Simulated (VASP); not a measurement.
P, 2 atoms in the cell. It takes space group R-3m (No. 166, trigonal). Conventional cell: a = 3.634 Å, b = 3.634 Å, c = 9.281 Å, α = 90.00°, β = 90.00°, γ = 120.00°. P (site symmetry 3m) has 6 P at 2.46 to 2.77 Å within 3.3 Å. 

```yaml
Program: VASP 6.6.1
Task: single point
Functional: PBE
Dispersion: D3(BJ)
Potentials_or_basis: VASP PAW PBE potentials, release 64 (P)
Cutoff: 500 eV
k_mesh: 6 × 6 × 6
Occupations: gaussian, width 0.1 eV
Spin: no spin polarisation
Dipole_correction: no
Further_INCAR_settings: ALGO = Normal; EDIFF = 1e-06; NBANDS = 12
```

Potentials or basis: VASP PAW PBE potentials, release 64 (P).

Launch:

```console
$ cat potpaw_PBE.64/P/POTCAR > POTCAR
$ mpirun -np 1 vasp_std > vasp.out
```

Hardware: 1 thread of Intel(R) Xeon(R) Platinum 8259CL CPU @ 2.50GHz (Skylake/Cascade Lake) (shared host).

Q: How long does it take, and how much memory?

A: Wall time 13 s on 1 thread of Intel(R) Xeon(R) Platinum 8259CL CPU @ 2.50GHz (Skylake/Cascade Lake) (shared host), peak memory 0.16 GiB. Counts: scf iterations 11, k points 32.
